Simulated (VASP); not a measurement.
# VPt3 (Pm-3m) in VASP: a series of runs, part 3 of 3

VASP 6.6.1. The steps go on from the part before.

## (4) Single point, LDA, collinear spin, ferromagnetic start

File INCAR:

```
ALGO = Normal
EDIFF = 1E-6
ENCUT = 520
ISIF = 2
ISMEAR = -1
ISPIN = 2
LASPH = True
LCHARG = False
LMAXMIX = 4
LORBIT = 11
LREAL = False
LWAVE = False
MAGMOM = 0.65 0 0 0
NBANDS = 34
NELM = 150
NUPDOWN = 0.65
PREC = Accurate
SIGMA = 0.1
```

File KPOINTS:

```
k-points
0
Gamma
  7 7 7
```

File POSCAR:

```
VPt3
1.0
    3.8790000000      0.0000000000      0.0000000000
    0.0000000000      3.8790000000      0.0000000000
    0.0000000000      0.0000000000      3.8790000000
V Pt
1 3
Direct
    0.0000000000      0.0000000000      0.0000000000
    0.0000000000      0.5000000000      0.5000000000
    0.5000000000      0.0000000000      0.5000000000
    0.5000000000      0.5000000000      0.0000000000
```

Potentials or basis: VASP PAW LDA potentials, release 64 (V_sv, Pt).

Command:

```sh
> cat potpaw_LDA.64/V_sv/POTCAR potpaw_LDA.64/Pt/POTCAR > POTCAR
> mpirun -np 1 vasp_std > vasp.out
```

OUTCAR:

```text
EDIFF = 1E-6
   ENCUT = 520
   ISIF = 2
   ISMEAR = -1
   ISPIN = 2
   LASPH = True
   LORBIT = 11
   LREAL = False
   NELM = 150
   NUPDOWN = 0.65
   PREC = Accurate

 ion  position               nearest neighbor table
   1  0.000  0.000  0.000-   2 2.74   3 2.74   4 2.74   2 2.74   3 2.74   2 2.74   4 2.74   2 2.74
                             3 2.74   4 2.74   3 2.74   4 2.74
   2  0.000  0.500  0.500-   1 2.74   3 2.74   4 2.74   1 2.74   4 2.74   1 2.74   3 2.74   1 2.74
                             3 2.74   4 2.74   4 2.74   3 2.74
   3  0.500  0.000  0.500-   1 2.74   2 2.74   4 2.74   1 2.74   4 2.74   2 2.74   4 2.74   4 2.74
                             1 2.74   2 2.74   1 2.74   2 2.74
   4  0.500  0.500  0.000-   1 2.74   2 2.74   3 2.74   2 2.74   3 2.74   1 2.74   3 2.74   3 2.74
                             1 2.74   2 2.74   2 2.74   1 2.74

  LATTYP: Found a simple cubic cell.
 ALAT       =     3.8790000000

  Lattice vectors:

 A1 = (   3.8790000000,   0.0000000000,   0.0000000000)
 A2 = (   0.0000000000,   3.8790000000,   0.0000000000)
 A3 = (   0.0000000000,   0.0000000000,   3.8790000000)

Analysis of symmetry for initial positions (statically):
=====================================================================
 Subroutine PRICEL returns:
 Original cell was already a primitive cell.

 Routine SETGRP: Setting up the symmetry group for a
 simple cubic supercell.

 Subroutine GETGRP returns: Found 48 space group operations
 (whereof 48 operations were pure point group operations)
 out of a pool of 48 trial point group operations.

The static configuration has the point symmetry O_h .

Analysis of symmetry for dynamics (positions and initial velocities):
=====================================================================
 Subroutine PRICEL returns:
 Original cell was already a primitive cell.

 Routine SETGRP: Setting up the symmetry group for a
 simple cubic supercell.

 Subroutine GETGRP returns: Found 48 space group operations
 (whereof 48 operations were pure point group operations)
 out of a pool of 48 trial point group operations.

The dynamic configuration has the point symmetry O_h .

Analysis of structural, dynamic, and magnetic symmetry:
=====================================================================
 Subroutine PRICEL returns:
 Original cell was already a primitive cell.

 Routine SETGRP: Setting up the symmetry group for a
 simple cubic supercell.

 Subroutine GETGRP returns: Found 48 space group operations
 (whereof 48 operations were pure point group operations)
 out of a pool of 48 trial point group operations.

The overall configuration has the point symmetry O_h .

 Subroutine INISYM returns: Found 48 space group operations
 (whereof 48 operations are pure point group operations),
 and found     1 'primitive' translations

----------------------------------------------------------------------------------------

                                     Primitive cell

  volume of cell :      58.3659

  direct lattice vectors                    reciprocal lattice vectors
[... 82 lines left out ...]
   LSORBIT =      F    spin-orbit coupling
   LASPH  =      T    aspherical Exc in radial PAW
   ENCUT  =  520.0 eV  38.22 Ry    6.18 a.u.   7.21  7.21  7.21*2*pi/ulx,y,z
   NELM   =    150;   NELMIN=  2; NELMDL= -5     # of ELM steps
   EDIFF  = 0.1E-05   stopping-criterion for ELM
   LREAL  =      F    real-space projection
   EDIFFG = 0.1E-04   stopping-criterion for IOM
   NSW    =      0    number of steps for IOM
   IBRION =     -1    ionic relax: 0-MD 1-quasi-New 2-CG
   NFREE  =      0    steps in history (QN), initial steepest desc. (CG)
   ISIF   =      2    stress and relaxation
   ISYM   =      2    0-nonsym 1-usesym 2-fastsym
   POTIM  = 0.5000    time-step for ionic-motion
   TEBEG  =    0.0;   TEEND  =   0.0 temperature during run
   PSTRESS=    0.0 pullay stress
   NELECT =      43.0000    total number of electrons
   NUPDOWN=       0.6500    fix difference up-down
   EMIN   =  10.00;   EMAX   =-10.00  energy-range for DOS
   EFERMI =   0.00;   METHOD = LEGACY
   ISMEAR =    -1;   SIGMA  =   0.10  broadening in eV -4-tet -1-fermi 0-gaus
   EFERMI_NEDOS =   21; number of points for ismear=-14 and -15
   IALGO  =     38    algorithm
   IMIX   =      4    mixing-type and parameters
     AMIX     =   0.40;   BMIX     =  1.00
     AMIX_MAG =   1.60;   BMIX_MAG =  1.00
  volume/ion in A,a.u.               =      14.59        98.47
  Fermi-wavevector in a.u.,A,eV,Ry     =   1.478579  2.794109 29.745001  2.186196
  Thomas-Fermi vector in A             =   2.592843
   LORBIT       =     11    0 simple, 1 ext, 2 COOP (PROOUT), +10 PAW based schemes
   GGA     = CA    functional components
   LHFCALC =     F    Hartree Fock is set to
   AEXX    =    0.0000 exact exchange contribution
   IVDW    =     0    specifies the selected vdW correction
   LEPSILON=     F    determine dielectric tensor
   LRPA    =     F    only Hartree local field effects (RPA)
 spin polarized calculation
  energy-cutoff  :      520.00
  volume of cell :       58.37
 maximum number of plane-waves:      1588
 NGX is ok and might be reduce to    30
   NGX = 15   NGY = 15   NGZ = 15

 number of electron      42.9999995 magnetization       0.6500001

 Free energy of the ion-electron system (eV)
  ---------------------------------------------------
  ext. energy  EPLUGINS =         0.00000000
  ---------------------------------------------------
  free energy    TOTEN  =       -34.18264376 eV

  energy without entropy =      -33.99833300  energy(sigma->0) =      -34.09048838

 E-fermi :  11.5968     XC(G=0): -13.6134

 val. band max:       11.5671134468   @ k =   0.4286   0.1429   0.1429
 cond. band min:      11.4108951844   @ k =   0.4286   0.2857   0.2857
 fundamental gap:     -0.1562182623
 Fermi energy:        11.4022744715

 spin component 1

 k-point     1 :       0.0000    0.0000    0.0000
  band No.  band energies     occupation
      1     -53.1073      1.00000
      2     -27.3505      1.00000
      3     -27.3505      1.00000
      4     -27.3505      1.00000
      5       1.2448      1.00000
      6       4.0070      1.00000
[... 709 lines left out ...]
     32      20.3736      0.00000
     33      25.9553      0.00000
 Fermi energy:        11.5968018913

 spin component 2

 k-point     1 :       0.0000    0.0000    0.0000
  band No.  band energies     occupation
      1     -52.3836      1.00000
      2     -26.6466      1.00000
      3     -26.6466      1.00000
      4     -26.6466      1.00000
      5       1.2766      1.00000
      6       4.0125      1.00000
[... 709 lines left out ...]
     32      20.5687      0.00000
     33      25.9518      0.00000
 [bands above 33 left out]

------------------------ aborting loop because EDIFF is reached ----------------------------------------

  FORCE on cell =-STRESS in cart. coord.  units (eV):
  Direction    XX          YY          ZZ          XY          YZ          ZX
  --------------------------------------------------------------------------------------
  -------------------------------------------------------------------------------------
  Total       -2.6565296     -2.6565296     -2.6565296      0.0000000      0.0000000     -0.0000000
  in kB      -72.9232299    -72.9232299    -72.9232299      0.0000000      0.0000000     -0.0000000
  external PRESSURE =     -72.9232299 kB  Pullay stress =       0.0000000 kB

 VOLUME and BASIS-vectors are now :
 -----------------------------------------------------------------------------
  energy-cutoff  :      520.00
  volume of cell :       58.37
      direct lattice vectors                 reciprocal lattice vectors
     3.879000000  0.000000000  0.000000000     0.257798402  0.000000000  0.000000000
     0.000000000  3.879000000  0.000000000     0.000000000  0.257798402  0.000000000
     0.000000000  0.000000000  3.879000000     0.000000000  0.000000000  0.257798402

 POSITION                                       TOTAL-FORCE (eV/Angst)
 -----------------------------------------------------------------------------------
      0.00000      0.00000      0.00000         0.000000      0.000000      0.000000
      0.00000      1.93950      1.93950         0.000000      0.000000      0.000000
      1.93950      0.00000      1.93950         0.000000      0.000000      0.000000
      1.93950      1.93950      0.00000         0.000000      0.000000      0.000000
 -----------------------------------------------------------------------------------
    total drift:                                0.000000      0.000000     -0.000000

  FREE ENERGIE OF THE ION-ELECTRON SYSTEM (eV)
  ---------------------------------------------------
  free  energy   TOTEN  =       -34.1826437560 eV

  energy  without entropy=      -33.9983329975  energy(sigma->0) =      -34.09048838

 total charge

# of ion       s       p       d       tot
------------------------------------------
    1        2.264   6.188   2.959  11.410
    2        0.698   0.685   8.054   9.437
    3        0.698   0.685   8.054   9.437
    4        0.698   0.685   8.054   9.437
--------------------------------------------------
tot          4.358   8.242  27.120  39.720

 magnetization (x)

# of ion       s       p       d       tot
------------------------------------------
    1        0.006   0.006   0.755   0.767
    2       -0.003  -0.001  -0.055  -0.059
    3       -0.003  -0.001  -0.055  -0.059
    4       -0.003  -0.001  -0.055  -0.059
--------------------------------------------------
tot         -0.005   0.003   0.590   0.588
```

stdout:

```text
POSCAR found type information on POSCAR V Pt
 POSCAR found :  2 types and       4 ions
 scaLAPACK will be used
 LDA part: xc-table for (Slater(with rela. corr.)+CA(PZ))
 , standard interpolation
 POSCAR, INCAR and KPOINTS ok, starting setup
 FFT: planning ... GRIDC
 FFT: planning ... GRID_SOFT
 FFT: planning ... GRID
 WAVECAR not read
 entering main loop
```

Wall time 78 s (1 thread of Intel Xeon 6975P-C (Granite Rapids), shared host); peak memory 0.19 GiB.

Results:

* Free energy: -34.1826 eV
* Pressure: -7.3 GPa
* Net moment: 0.65 μB per cell
* Site moments: V +0.77; Pt -0.06 μB
* Valence electrons inside the program's atomic spheres: V 11.41; Pt 9.44

Caveat: the cell stands under tension; spin-orbit coupling is left out, which moves the levels of the heavy elements; the total moment is fixed, so each spin has its own Fermi level and the state may be an excited one.

## (5) Overview

| spin | fixed moment (μB) | pressure (GPa) | moment (μB) |
| --- | --- | --- | --- |
| collinear, zero start | 0.0 | -7.6 | 0.00 |
| collinear, ferromagnetic start | - | -6.8 | 1.28 |
| collinear, ferromagnetic start | 0.65 | -7.3 | 0.65 |

Alike in all rows: task single point; level LDA; potentials or basis VASP PAW LDA potentials, release 64 (V_sv, Pt); cell as given; k mesh 7 × 7 × 7; cutoff (eV) 520; smearing fermi-dirac 0.1 eV.

Caveats: the cell stands under tension; spin-orbit coupling is left out, which moves the levels of the heavy elements; the total moment is fixed, so each spin has its own Fermi level (at least some runs); the total moment is fixed, so each spin has its own Fermi level and the state may be an excited one (at least some runs).

Absolute energies hang on the potentials; compare differences alone.
